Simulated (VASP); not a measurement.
# SnO2 in VASP: further runs, part 2 of 2

VASP 6.6.1. Earlier steps stand in the parts before.

### 3 Single point, r2SCAN (strain along [111] -4.0%)

Contents of POSCAR:

```
SnO2
1.0
   -0.0675591192      2.4659078511      2.4659078511
    2.4659078511     -0.0675591192      2.4659078511
    2.4659078511      2.4659078511     -0.0675591192
Sn O
1 2
Direct
    0.0000000000      0.0000000000      0.0000000000
    0.2514345919      0.2514345919      0.2514345919
    0.7485654081      0.7485654081      0.7485654081
```

Contents of INCAR.step1:

```
SYSTEM = SnO2
  PREC = Accurate
  ENCUT = 520
  ISMEAR = 0
  SIGMA = 0.01
  LREAL = .False.
  LASPH = .True.
  NELM = 100
  NBANDS = 20
  GGA = PE
  ALGO = Normal
  EDIFF = 1E-4
  LWAVE = .True.
  LCHARG = .False.
```

Contents of INCAR.step2:

```
SYSTEM = SnO2
  PREC = Accurate
  ENCUT = 520
  EDIFF = 1E-6
  ISMEAR = 0
  SIGMA = 0.01
  LREAL = .False.
  LASPH = .True.
  NELM = 100
  ALGO = Normal
  ISIF = 2
  LWAVE = .False.
  LCHARG = .False.
  METAGGA = R2SCAN
  LMIXTAU = .True.
  NBANDS = 20
  ISTART = 1
```

Contents of KPOINTS:

```
regular mesh
0
Gamma
  8 8 8
  0 0 0
```

Potentials or basis: VASP PAW PBE potentials, release 64 (Sn_d, O).

The run is started by

```console
cat potpaw_PBE.64/Sn_d/POTCAR potpaw_PBE.64/O/POTCAR > POTCAR
cp INCAR.step1 INCAR
mpirun -np 1 vasp_std > vasp.out
cp INCAR.step2 INCAR
mpirun -np 1 vasp_std > vasp.out
```

OUTCAR:

```text
SYSTEM = SnO2
   PREC = Accurate
   ENCUT = 520
   EDIFF = 1E-6
   ISMEAR = 0
   LREAL = .False.
   LASPH = .True.
   NELM = 100
   ISIF = 2
   METAGGA = R2SCAN
   ISTART = 1

 ion  position               nearest neighbor table
   1  0.000  0.000  0.000-   2 2.12   3 2.12   3 2.18   3 2.18   3 2.18   2 2.18   2 2.18   2 2.18

   2  0.251  0.251  0.251-   1 2.12   1 2.18   1 2.18   1 2.18
   3  0.749  0.749  0.749-   1 2.12   1 2.18   1 2.18   1 2.18

  LATTYP: Found a trigonal (rhomboedric) cell.
 ALAT       =     3.4879746695
 COS(alpha) =     0.4724254361

  Lattice vectors:

 A1 = (  -0.0675591192,   2.4659078511,   2.4659078511)
 A2 = (   2.4659078511,  -0.0675591192,   2.4659078511)
 A3 = (   2.4659078511,   2.4659078511,  -0.0675591192)

Analysis of symmetry for initial positions (statically):
=====================================================================
 Subroutine PRICEL returns:
 Original cell was already a primitive cell.

 Routine SETGRP: Setting up the symmetry group for a
 trigonal (rhombohedral) supercell.

 Subroutine GETGRP returns: Found 12 space group operations
 (whereof 12 operations were pure point group operations)
 out of a pool of 12 trial point group operations.

The static configuration has the point symmetry D_3d.

Analysis of symmetry for dynamics (positions and initial velocities):
=====================================================================
 Subroutine PRICEL returns:
 Original cell was already a primitive cell.

 Routine SETGRP: Setting up the symmetry group for a
 trigonal (rhombohedral) supercell.

 Subroutine GETGRP returns: Found 12 space group operations
 (whereof 12 operations were pure point group operations)
 out of a pool of 12 trial point group operations.

The dynamic configuration has the point symmetry D_3d.

 Subroutine INISYM returns: Found 12 space group operations
[... 109 lines left out ...]
   PSTRESS=    0.0 pullay stress
   NELECT =      26.0000    total number of electrons
   NUPDOWN=      -1.0000    fix difference up-down
   EMIN   =  10.00;   EMAX   =-10.00  energy-range for DOS
   EFERMI =   0.00;   METHOD = LEGACY
   ISMEAR =     0;   SIGMA  =   0.01  broadening in eV -4-tet -1-fermi 0-gaus
   EFERMI_NEDOS =   21; number of points for ismear=-14 and -15
   IALGO  =     38    algorithm
   IMIX   =      4    mixing-type and parameters
     AMIX     =   0.40;   BMIX     =  1.00
     AMIX_MAG =   1.60;   BMIX_MAG =  1.00
  volume/ion in A,a.u.               =      10.41        70.23
  Fermi-wavevector in a.u.,A,eV,Ry     =   1.540223  2.910600 32.276926  2.372287
  Thomas-Fermi vector in A             =   2.646340
   LORBIT       =      0    0 simple, 1 ext, 2 COOP (PROOUT), +10 PAW based schemes
   METAGGA = R2SCAN    functional components
   LHFCALC =     F    Hartree Fock is set to
   AEXX    =    0.0000 exact exchange contribution
   IVDW    =     0    specifies the selected vdW correction
   LEPSILON=     F    determine dielectric tensor
   LRPA    =     F    only Hartree local field effects (RPA)
 non-spin polarized calculation
 Gauss-broadening in eV      SIGMA  =   0.01
  energy-cutoff  :      520.00
  volume of cell :       31.22
 maximum number of plane-waves:       858
 NGX is ok and might be reduce to    28
   NGX = 13   NGY = 13   NGZ = 13

 number of electron      25.9999996 magnetization

 Free energy of the ion-electron system (eV)
  ---------------------------------------------------
  ext. energy  EPLUGINS =         0.00000000
  ---------------------------------------------------
  free energy    TOTEN  =       -41.41931344 eV

  energy without entropy =      -41.41931344  energy(sigma->0) =      -41.41931344

 E-fermi :   8.3509     XC(G=0): -13.0124

 val. band max:        8.3074344811   @ k =  -0.2500   0.5000   0.2500
 cond. band min:       9.6314334580   @ k =   0.0000   0.0000   0.0000
 fundamental gap:      1.3239989769
 Fermi energy:         8.3509362438

 k-point     1 :       0.0000    0.0000    0.0000
  band No.  band energies     occupation
      1     -12.9317      2.00000
      2     -12.8240      2.00000
      3     -12.8240      2.00000
      4     -12.6677      2.00000
      5     -12.5971      2.00000
      6     -12.5971      2.00000
[... 541 lines left out ...]
     19      24.6746      0.00000
     20      27.8923      0.00000

 [... further k-points ...]
[... 5 lines left out ...]
  --------------------------------------------------------------------------------------
  -------------------------------------------------------------------------------------
  Total        2.3559206      2.3559206      2.3559206      0.1958826      0.1958826      0.1958826
  in kB      120.8994335    120.8994335    120.8994335     10.0521638     10.0521638     10.0521638
  external PRESSURE =     120.8994335 kB  Pullay stress =       0.0000000 kB

 VOLUME and BASIS-vectors are now :
 -----------------------------------------------------------------------------
  energy-cutoff  :      520.00
  volume of cell :       31.22
      direct lattice vectors                 reciprocal lattice vectors
    -0.067559119  2.465907851  2.465907851    -0.194616927  0.200099094  0.200099094
     2.465907851 -0.067559119  2.465907851     0.200099094 -0.194616927  0.200099094
     2.465907851  2.465907851 -0.067559119     0.200099094  0.200099094 -0.194616927

 POSITION                                       TOTAL-FORCE (eV/Angst)
 -----------------------------------------------------------------------------------
      0.00000      0.00000      0.00000         0.000000     -0.000000      0.000000
      1.22304      1.22304      1.22304         0.010883      0.010883      0.010883
      3.64121      3.64121      3.64121        -0.010883     -0.010883     -0.010883
 -----------------------------------------------------------------------------------
    total drift:                               -0.000000     -0.000000     -0.000000

  FREE ENERGIE OF THE ION-ELECTRON SYSTEM (eV)
  ---------------------------------------------------
  free  energy   TOTEN  =       -41.4193134357 eV

  energy  without entropy=      -41.4193134357  energy(sigma->0) =      -41.41931344
```

OUTCAR.step1:

```text
SYSTEM = SnO2
   PREC = Accurate
   ENCUT = 520
   ISMEAR = 0
   LREAL = .False.
   LASPH = .True.
   NELM = 100
[... 778 lines left out ...]
      0.00000      0.00000      0.00000        -0.000000      0.000000     -0.000000
      1.22304      1.22304      1.22304         0.036274      0.036274      0.036274
      3.64121      3.64121      3.64121        -0.036274     -0.036274     -0.036274
 -----------------------------------------------------------------------------------
    total drift:                               -0.000000     -0.000000     -0.000000

  FREE ENERGIE OF THE ION-ELECTRON SYSTEM (eV)
  ---------------------------------------------------
  free  energy   TOTEN  =       -17.7349782434 eV

  energy  without entropy=      -17.7349782434  energy(sigma->0) =      -17.73497824
```

OSZICAR.step1:

```text
N       E                     dE             d eps       ncg     rms          rms(c)
DAV:   1     0.246589300306E+03    0.24659E+03   -0.13549E+04  2796   0.206E+03
DAV:   2     0.529248662712E+01   -0.24130E+03   -0.22866E+03  2776   0.498E+02
DAV:   3    -0.203406037720E+02   -0.25633E+02   -0.25343E+02  2960   0.137E+02
DAV:   4    -0.210027839618E+02   -0.66218E+00   -0.66162E+00  2956   0.229E+01
DAV:   5    -0.210169422511E+02   -0.14158E-01   -0.14157E-01  3300   0.349E+00    0.113E+01
DAV:   6    -0.177238009756E+02    0.32931E+01   -0.10792E+01  3956   0.569E+01    0.406E+00
DAV:   7    -0.177496606572E+02   -0.25860E-01   -0.68417E-01  2792   0.598E+00    0.199E+00
DAV:   8    -0.177359582753E+02    0.13702E-01   -0.54619E-02  2988   0.267E+00    0.365E-01
DAV:   9    -0.177345167601E+02    0.14415E-02   -0.92015E-03  3756   0.173E+00    0.834E-02
DAV:  10    -0.177349628773E+02   -0.44612E-03   -0.11349E-03  2844   0.273E-01    0.211E-02
DAV:  11    -0.177349782434E+02   -0.15366E-04   -0.26151E-05  2404   0.449E-02
   1 F= -.17734978E+02 E0= -.17734978E+02  d E =-.611761E-63
```

Wall time 4.9 min (1 thread of AMD EPYC 7R13, shared host); peak memory 0.16 GiB.

Results:

| Quantity | Value |
| --- | --- |
| Free energy | -41.4193 eV |
| Pressure | 12.1 GPa |
| Largest force | 0.019 eV/Å |
| Band gap on the k mesh | 1.32 eV, indirect (least direct gap 2.76 eV) |

Forces on the atoms (eV/Å):
```
Sn   0.000  0.000  0.000
O    0.011  0.011  0.011
O   -0.011 -0.011 -0.011
```

Levels at points of the mesh, in eV from the valence-band top:
```csv
k point,band 11,band 12,band 13,band 14,band 15,band 16
"(0.00, 0.00, 0.00)",-1.67,-1.44,-1.44,1.32,7.77,7.77
"(0.50, 0.00, 0.00)",-3.60,-2.27,-2.26,5.95,8.74,11.49
"(0.50, 0.50, 0.00)",-0.26,-0.18,-0.17,4.10,8.47,10.73
"(0.50, 0.50, 0.50)",-3.74,-2.41,-2.41,6.05,9.00,11.82
```

Caveat: the cell differs from its parent crystal (strain along [111] -4.0%); the PAW data sets were made with another functional, which shifts forces and pressure a little; spin-orbit coupling is left out, which moves the levels of the heavy elements.

### 4 Single point, r2SCAN (shear xy strain -3.0%)

Contents of POSCAR:

```
SnO2
1.0
   -0.0380020046      2.5334669703      2.5334669703
    2.5334669703     -0.0380020046      2.5334669703
    2.4954649657      2.4954649657      0.0000000000
Sn O
1 2
Direct
    0.0000000000      0.0000000000      0.0000000000
    0.2508253288      0.2508253288      0.2491746712
    0.7491746712      0.7491746712      0.7508253288
```

Contents of INCAR.step1:

```
PREC = Accurate ; ENCUT = 520
ISMEAR = 0 ; SIGMA = 0.01
LREAL = False ; LASPH = True
NELM = 60 ; NBANDS = 20
GGA = PE ; ALGO = Normal
EDIFF = 1E-4 ; LWAVE = True
LCHARG = False
```

Contents of INCAR.step2:

```
PREC = Accurate ; ENCUT = 520
EDIFF = 1E-6 ; ISMEAR = 0
SIGMA = 0.01 ; LREAL = False
LASPH = True ; NELM = 60
ALGO = Normal ; ISIF = 2
LWAVE = False ; LCHARG = True
METAGGA = R2SCAN ; LMIXTAU = True
LELF = True ; LVHAR = True
NBANDS = 20 ; ISTART = 1
```

Contents of KPOINTS:

```
regular mesh
0
Gamma
  8 8 8
```

The run is started by

```console
cat potpaw_PBE.64/Sn_d/POTCAR potpaw_PBE.64/O/POTCAR > POTCAR
cp INCAR.step1 INCAR
mpirun -np 1 vasp_std > vasp.out
cp INCAR.step2 INCAR
mpirun -np 1 vasp_std > vasp.out
```

Wall time 8.7 min (1 thread of AMD EPYC 7R13, shared host); peak memory 0.17 GiB.

It converged, with:

```
Free energy            : -41.4796 eV
Pressure               : 1.5 GPa
Largest force          : 0.012 eV/Å
Band gap on the k mesh : 0.87 eV, indirect (least direct gap 2.20 eV)
```

Forces in eV/Å, atoms in the order of the input:
```
Sn   0.000  0.000  0.000
O    0.000  0.000  0.012
O    0.000  0.000 -0.012
```

Stress tensor (GPa, compression positive):
```
1.57 0.62 0.00
0.62 1.57 0.00
0.00 0.00 1.51
```

Levels at points of the mesh, in eV from the valence-band top:
```tsv
k point	band 9	band 10	band 11	band 12	band 13	band 14	band 15	band 16	band 17	band 18
(0.00, 0.00, 0.00)	-3.04	-2.95	-1.53	-1.44	-1.33	0.87	7.58	7.91	8.22	13.92
(0.50, 0.00, 0.00)	-3.95	-3.46	-3.42	-2.18	-2.17	5.51	8.55	11.21	11.61	16.05
(0.50, 0.50, 0.00)	-5.75	-5.55	-0.25	-0.16	-0.13	3.87	8.10	10.49	13.15	13.59
(0.00, 0.00, 0.50)	-4.03	-3.52	-3.49	-2.24	-2.22	5.59	8.70	11.20	11.60	15.97
(0.50, 0.00, 0.50)	-5.65	-5.65	-0.21	-0.21	-0.13	3.86	8.08	10.49	13.36	13.39
```

Caveat: the cell differs from its parent crystal (shear xy strain -3.0%); the PAW data sets were made with another functional, which shifts forces and pressure a little; spin-orbit coupling is left out, which moves the levels of the heavy elements. A k mesh can miss the band edges.

### 5 Summary

| cell | smearing | gap on the mesh (eV) | pressure (GPa) | largest force (eV/Å) |
| --- | --- | --- | --- | --- |
| a = 3.637, b = 3.637, c = 3.583 Å, angles 60.5, 60.5, 59.0°, 3 atoms | fermi-dirac 0.02 eV | 0.40 | -5.0 | - |
| a = 3.488 Å, angles 61.8°, 3 atoms | gaussian 0.01 eV | 1.32 | 12.1 | 0.02 |
| a = 3.583, b = 3.583, c = 3.529 Å, angles 60.5, 60.5, 61.0°, 3 atoms | gaussian 0.01 eV | 0.87 | 1.5 | 0.01 |

Alike in all rows: task single point; level r2SCAN; potentials or basis VASP PAW PBE potentials, release 64 (Sn_d, O); no spin polarisation; k mesh 8 × 8 × 8; cutoff (eV) 520.

Caveats: the PAW data sets were made with another functional, which shifts forces and pressure a little; spin-orbit coupling is left out, which moves the levels of the heavy elements.

Total energies depend on the potentials used, so only differences within one code and one set of settings carry meaning.
